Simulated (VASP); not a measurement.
# GaN: single point with PBE

The system is GaN.

```
CELL_PARAMETERS angstrom
3.18000 0.00000 0.00000
-1.59000 2.75396 0.00000
0.00000 0.00000 5.16600
ATOMIC_POSITIONS crystal
Ga 0.66667 0.33333 0.50000
Ga 0.33333 0.66667 0.00000
N 0.66667 0.33333 0.87500
N 0.33333 0.66667 0.37500
```

```json
{
 "Program": "VASP 6.6.1",
 "Task": "single point",
 "Functional": "PBE",
 "Potentials or basis": "VASP PAW PBE potentials, release 64 (Ga_d, N)",
 "Cutoff": "520 eV",
 "k mesh": "17 × 17 × 9",
 "Occupations": "fermi-dirac, width 0.05 eV",
 "Spin": "no spin polarisation",
 "Dipole correction": "no",
 "Further INCAR settings": "ALGO = Normal; EDIFF = 1e-06; NBANDS = 26"
}
```

```json
{
  "Pressure": "7.4 GPa",
  "Largest force": "0.135 eV/Å",
  "Band gap on the k mesh": "1.97 eV, direct"
}
```

Forces on the atoms (eV/Å):
```
Ga   0.000  0.000 -0.135
Ga   0.000  0.000 -0.135
N    0.000  0.000  0.135
N    0.000  0.000  0.135
```

Stress tensor (GPa, compression positive):
```
6.65 0.00 0.00
0.00 6.65 0.00
0.00 0.00 8.82
```

Levels at points of the mesh, in eV from the valence-band top:
| k point | band 14 | band 15 | band 16 | band 17 | band 18 | band 19 | band 20 | band 21 | band 22 | band 23 |
| --- | --- | --- | --- | --- | --- | --- | --- | --- | --- | --- |
| (0.00, 0.00, 0.00) | -1.06 | -1.06 | -0.06 | 0.00 | 0.00 | 1.97 | 4.30 | 9.26 | 9.92 | 9.92 |

Run time: 110 s on 1 thread of Intel Xeon 6975P-C, with other jobs on the host, peak memory 0.28 GiB.

A k mesh can miss the band edges. Expect the measured gap to be larger: semilocal functionals such as PBE lack the derivative discontinuity.
